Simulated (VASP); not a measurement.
# TiSi16 (a cell with a defect) in VASP: a series of runs, part 2 of 2

VASP 6.6.1. The steps go on from the part before.

### Step 4. Single point, PBE+D3(BJ)

INCAR

```
SYSTEM = TiSi16
PREC = Accurate ; ENCUT = 520
EDIFF = 1E-6 ; ISMEAR = 0
SIGMA = 0.05 ; LREAL = Auto
LASPH = .True. ; NELM = 60
ALGO = Normal ; ISIF = 2
LWAVE = .False. ; LCHARG = .True.
GGA = PE ; IVDW = 12
LELF = .True. ; LVHAR = .True.
NBANDS = 52
```

KPOINTS

```
Automatic mesh
0
Gamma
  2 2 2
  0 0 0
```

POSCAR

```
TiSi16
1.0
    0.0000000000      5.4300000000      5.4300000000
    5.4300000000      0.0000000000      5.4300000000
    5.4300000000      5.4300000000      0.0000000000
Si Ti
16 1
Direct
    0.0129468692     -0.0379765193      0.0113757827
    0.1117101289      0.1212270718      0.1109891344
   -0.0240881215      0.0037015654      0.5095319521
    0.1123133517      0.1210822284      0.6538566298
   -0.0007419890      0.4922530387      0.0001670350
    0.1362810313      0.5903270718      0.1374895028
   -0.0008928177      0.4922384899      0.5097874770
    0.1175728361      0.6315317680      0.6260522099
    0.5107702578      0.0034129834     -0.0253551565
    0.6553792818      0.1212137201      0.1111168508
    0.5102897790      0.0038382136      0.5093735727
    0.6135374770      0.1602997238      0.6119967772
    0.5086609576      0.4922640884      0.0001127072
    0.6251056169      0.6313336096      0.1187223757
    0.4885156538      0.5335935543      0.4897152855
    0.6250965930      0.6316332413      0.6260387661
    0.2957089319      0.1140210866      0.2937389503
```

Potentials or basis: VASP PAW PBE potentials, release 64 (Si, Ti_sv).

The run is started by

```
> cat potpaw_PBE.64/Si/POTCAR potpaw_PBE.64/Ti_sv/POTCAR > POTCAR
> mpirun -np 1 vasp_std > vasp.out
```

OUTCAR:

```text
SYSTEM = TiSi16
   PREC = Accurate
   ENCUT = 520
   EDIFF = 1E-6
   ISMEAR = 0
   LREAL = Auto
   LASPH = .True.
   NELM = 60
   ISIF = 2
   GGA = PE
   IVDW = 12
 IVDW          = 12

 ion  position               nearest neighbor table
   1  0.013  0.962  0.011-   4 2.26  10 2.26   2 2.26   6 2.33
   2  0.112  0.121  0.111-   1 2.26   5 2.33  17 2.41   3 2.50   9 2.50
   3  0.976  0.004  0.510-  12 2.28   8 2.34  17 2.47   4 2.50   2 2.50
   4  0.112  0.121  0.654-   1 2.26   7 2.33  17 2.41  11 2.50   3 2.50
   5  0.999  0.492  0.000-   2 2.33   6 2.34   8 2.35  14 2.35
   6  0.136  0.590  0.137-   1 2.33   7 2.34  13 2.34   5 2.34  17 2.99
   7  0.999  0.492  0.510-   4 2.33   6 2.34  16 2.35   8 2.35
   8  0.118  0.632  0.626-  15 2.33   3 2.34   7 2.35   5 2.35
   9  0.511  0.003  0.975-  12 2.29  14 2.34  17 2.47  10 2.50   2 2.50
  10  0.655  0.121  0.111-   1 2.26  13 2.33  17 2.41  11 2.50   9 2.50
  11  0.510  0.004  0.509-  12 2.28  16 2.34  17 2.47   4 2.50  10 2.50
  12  0.614  0.160  0.612-  11 2.28   3 2.28   9 2.29  15 2.34
  13  0.509  0.492  0.000-  10 2.33   6 2.34  16 2.35  14 2.35
  14  0.625  0.631  0.119-  15 2.33   9 2.34  13 2.35   5 2.35
  15  0.489  0.534  0.490-  16 2.33   8 2.33  14 2.33  12 2.34
  16  0.625  0.632  0.626-  15 2.33  11 2.34   7 2.35  13 2.35
  17  0.296  0.114  0.294-   2 2.41  10 2.41   4 2.41   9 2.47   3 2.47  11 2.47   6 2.99

  LATTYP: Found a face centered cubic cell.
 ALAT       =    10.8600000000

  Lattice vectors:

 A1 = (   0.0000000000,   5.4300000000,   5.4300000000)
 A2 = (   5.4300000000,   0.0000000000,   5.4300000000)
 A3 = (   5.4300000000,   5.4300000000,   0.0000000000)

Analysis of symmetry for initial positions (statically):
=====================================================================
 Subroutine PRICEL returns:
 Original cell was already a primitive cell.

 Routine SETGRP: Setting up the symmetry group for a
 face centered cubic supercell.

 Subroutine GETGRP returns: Found  1 space group operations
 (whereof  1 operations were pure point group operations)
 out of a pool of 48 trial point group operations.

The static configuration has the point symmetry C_1 .

Analysis of symmetry for dynamics (positions and initial velocities):
[... 152 lines left out ...]
   IVDW    =    12    specifies the selected vdW correction
   LEPSILON=     F    determine dielectric tensor
   LRPA    =     F    only Hartree local field effects (RPA)
 non-spin polarized calculation
 Gauss-broadening in eV      SIGMA  =   0.05
  energy-cutoff  :      520.00
  volume of cell :      320.21
 maximum number of plane-waves:      8646
 NGX is ok and might be reduce to    60
   NGX = 29   NGY = 29   NGZ = 29

 number of electron      76.0000002 magnetization

 Free energy of the ion-electron system (eV)
  ---------------------------------------------------
  ext. energy  EPLUGINS =         0.00000000
  ---------------------------------------------------
  free energy    TOTEN  =       -90.73762205 eV

  energy without entropy =      -90.72682719  energy(sigma->0) =      -90.73222462

 E-fermi :   6.9497     XC(G=0):  -9.7538

 val. band max:        6.9132624477   @ k =   0.5000   0.5000   0.5000
 cond. band min:       6.9716834554   @ k =   0.0000   0.0000   0.0000
 fundamental gap:      0.0584210077
 Fermi energy:         6.9497223067

 k-point     1 :       0.0000    0.0000    0.0000
  band No.  band energies     occupation
      1     -49.9885      2.00000
      2     -26.4856      2.00000
      3     -26.2906      2.00000
      4     -26.2890      2.00000
      5      -5.6814      2.00000
      6      -3.4870      2.00000
[... 413 lines left out ...]
     49       9.9609      0.00000
     50      10.4630      0.00000
 [bands above 50 left out]

------------------------ aborting loop because EDIFF is reached ----------------------------------------

 Edisp (eV)   -5.83861

 E8    (eV) :    -2.4423

  FORCE on cell =-STRESS in cart. coord.  units (eV):
  Direction    XX          YY          ZZ          XY          YZ          ZX
  --------------------------------------------------------------------------------------
  -------------------------------------------------------------------------------------
  Total       5.17261     5.06447     5.09250     1.65286     1.68846    -1.63965
  in kB      25.88158    25.34048    25.48073     8.27021     8.44833    -8.20411
  external pressure =       25.57 kB  Pullay stress =        0.00 kB

 VOLUME and BASIS-vectors are now :
 -----------------------------------------------------------------------------
  energy-cutoff  :      520.00
  volume of cell :      320.21
      direct lattice vectors                 reciprocal lattice vectors
     0.000000000  5.430000000  5.430000000    -0.092081031  0.092081031  0.092081031
     5.430000000  0.000000000  5.430000000     0.092081031 -0.092081031  0.092081031
     5.430000000  5.430000000  0.000000000     0.092081031  0.092081031 -0.092081031

 POSITION                                       TOTAL-FORCE (eV/Angst)
 -----------------------------------------------------------------------------------
      5.28556      0.13207      5.29409        -0.117911      0.129004     -0.126116
      1.26093      1.20926      1.26485        -0.155667     -0.005559     -0.146520
      2.78686      8.06596      5.31930        -0.042986      0.041095      0.061249
      4.20792      4.16030      1.26734         0.005980      0.134842     -0.138635
      2.67384      5.42688      8.09890        -0.098112      0.041469     -0.097094
      3.95204      1.48657      3.94548        -0.107311      0.101901     -0.103487
[... 9 lines left out ...]
      6.82916      6.79366      6.82404        -0.042155      0.030433     -0.041018
      2.21414      3.20070      2.22483         0.943451     -0.891944      0.905354
 -----------------------------------------------------------------------------------
    total drift:                                0.003703      0.006142      0.001005

  FREE ENERGIE OF THE ION-ELECTRON SYSTEM (eV)
  ---------------------------------------------------
  free  energy   TOTEN  =       -96.5762361480 eV

  energy  without entropy=      -96.5654412909  energy(sigma->0) =      -96.57083872
```

OSZICAR:

```text
N       E                     dE             d eps       ncg     rms          rms(c)
DAV:   1     0.342620024752E+03    0.34262E+03   -0.30839E+04   848   0.127E+03
DAV:   2    -0.568840713047E+02   -0.39950E+03   -0.38042E+03   980   0.245E+02
DAV:   3    -0.914175370891E+02   -0.34533E+02   -0.33633E+02  1224   0.659E+01
DAV:   4    -0.939412320102E+02   -0.25237E+01   -0.24938E+01  1312   0.151E+01
DAV:   5    -0.940142401036E+02   -0.73008E-01   -0.72727E-01  1112   0.224E+00    0.187E+01
DAV:   6    -0.937271645150E+02    0.28708E+00   -0.21421E+01  1104   0.214E+01    0.175E+01
DAV:   7    -0.916191647088E+02    0.21080E+01   -0.34489E+01  1120   0.270E+01    0.984E+00
DAV:   8    -0.908232905644E+02    0.79587E+00   -0.20234E+00  1048   0.617E+00    0.275E+00
DAV:   9    -0.907352578855E+02    0.88033E-01   -0.50517E-01  1272   0.277E+00    0.661E-01
DAV:  10    -0.907355174269E+02   -0.25954E-03   -0.25216E-02  1096   0.597E-01    0.477E-01
DAV:  11    -0.907377530454E+02   -0.22356E-02   -0.71878E-03   968   0.384E-01    0.273E-01
DAV:  12    -0.907375450719E+02    0.20797E-03   -0.25084E-03  1064   0.243E-01    0.727E-02
DAV:  13    -0.907376076135E+02   -0.62542E-04   -0.24915E-04  1080   0.660E-02    0.284E-02
DAV:  14    -0.907376195958E+02   -0.11982E-04   -0.37493E-05  1000   0.246E-02    0.894E-03
DAV:  15    -0.907376215883E+02   -0.19925E-05   -0.68008E-06   960   0.109E-02    0.358E-03
DAV:  16    -0.907376220512E+02   -0.46296E-06   -0.81502E-07   560   0.397E-03
   1 F= -.96576236E+02 E0= -.96570839E+02  d E =-.107949E-01
```

stdout:

```text
POSCAR found type information on POSCAR SiTi
 POSCAR found :  2 types and      17 ions
 scaLAPACK will be used
 LDA part: xc-table for (Slater+PW92), standard interpolation
 POSCAR, INCAR and KPOINTS ok, starting setup
 FFT: planning ... GRIDC
 FFT: planning ... GRID_SOFT
 FFT: planning ... GRID
 WAVECAR not read
 entering main loop
```

It took 3.9 min on 1 thread of Intel Xeon Platinum 8488C (Sapphire Rapids), shared host; peak memory 0.48 GiB.

Results:

```yaml
Free_energy: -96.5762 eV
Pressure: 2.6 GPa
Largest_force: 1.583 eV/Å
Band_gap_on_the_k_mesh: zero (bands 38 and 39 overlap by 0.47 eV)
Dispersion_energy_per_atom: -0.343 eV
```

Forces on the atoms (eV/Å):
```
Si  -0.118  0.129 -0.126
Si  -0.156 -0.006 -0.147
Si  -0.043  0.041  0.061
Si   0.006  0.135 -0.139
Si  -0.098  0.041 -0.097
Si  -0.107  0.102 -0.103
Si  -0.040  0.091 -0.091
Si  -0.043  0.041 -0.032
Si   0.053  0.027 -0.030
Si  -0.154  0.143  0.007
Si  -0.045 -0.061 -0.045
Si   0.001  0.030 -0.024
Si  -0.096  0.094 -0.042
Si  -0.033  0.041 -0.042
Si  -0.028  0.012 -0.016
Si  -0.042  0.030 -0.041
Ti   0.943 -0.892  0.905
```

Caveat: the k points lie up to 0.50 Å⁻¹ apart.

### Step 5. Overview

```csv
cell,gap on the mesh (eV),pressure (GPa),largest force (eV/Å)
"as given, atomic positions A",none,0.8,0.44
"as given, atomic positions B",none,1.4,2.20
"as given, atomic positions C",none,2.6,1.58
```

Alike in all rows: task single point; level PBE+D3(BJ); potentials or basis VASP PAW PBE potentials, release 64 (Si, Ti_sv); no spin polarisation; k mesh 2 × 2 × 2; cutoff (eV) 520; smearing gaussian 0.05 eV.

Caveats: all runs use coarse meshes.

Absolute energies hang on the potentials; compare differences alone.

The gap in the log of VASP goes by the Fermi energy; the results here count the filled bands.